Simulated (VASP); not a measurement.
Wanted: the native input for a VASP 6.6.1 run.

```
Task                   : single point
Functional             : PBEsol
Potentials or basis    : VASP PAW PBE potentials, release 64 (W_sv, Se)
Cutoff                 : 520 eV
k mesh                 : 12 × 12 × 2
Occupations            : gaussian, width 0.02 eV
Spin                   : no spin polarisation
Dipole correction      : no
Further INCAR settings : ALGO = Normal; EDIFF = 1e-06; NBANDS = 35
```

The structure of WSe2 lies in POSCAR:

```
WSe2
1.0
    3.3692287346      0.0000000000      0.0000000000
   -1.6846143673      2.9178376753      0.0000000000
    0.0000000000      0.0000000000     12.9856457766
W Se
2 4
Direct
    0.6666666667      0.3333333333      0.7500000000
    0.3333333333      0.6666666667      0.2500000000
    0.3333333333      0.6666666667      0.8758074924
    0.6666666667      0.3333333333      0.3758074924
    0.3333333333      0.6666666667      0.6241925076
    0.6666666667      0.3333333333      0.1241925076
```

This cell differs from its parent crystal: biaxial strain in the a-b plane: +3.0 %.

One way to write it, as run:

INCAR

```
PREC = Accurate
ENCUT = 520
EDIFF = 1E-6
ISMEAR = 0
SIGMA = 0.02
LREAL = F
LASPH = T
NELM = 60
ALGO = Normal
ISIF = 2
LWAVE = F
LCHARG = F
GGA = PS
NBANDS = 35
```

KPOINTS

```
regular mesh
0
Gamma
  12 12 2
```

Potentials or basis: VASP PAW PBE potentials, release 64 (W_sv, Se).

Launch:

```console
$ cat potpaw_PBE.64/W_sv/POTCAR potpaw_PBE.64/Se/POTCAR > POTCAR
$ mpirun -np 1 vasp_std > vasp.out
```

It gave:

| Property | Result |
| --- | --- |
| Pressure | -3.4 GPa |
| Largest force | 0.127 eV/Å |
| Band gap on the k mesh | 0.81 eV, indirect (least direct gap 1.23 eV) |

Caveat: the cell differs from its parent crystal (biaxial strain in the a-b plane: +3.0 %); the PAW data sets were made with another functional, which shifts forces and pressure a little; spin-orbit coupling is left out, which moves the levels of the heavy elements; this functional lacks dispersion, which binds the layers, so the pressure and a relaxed spacing across them are unreliable.

It took 3 min on 1 thread of Intel Xeon 6975P-C (shared host), peak memory 0.34 GiB.
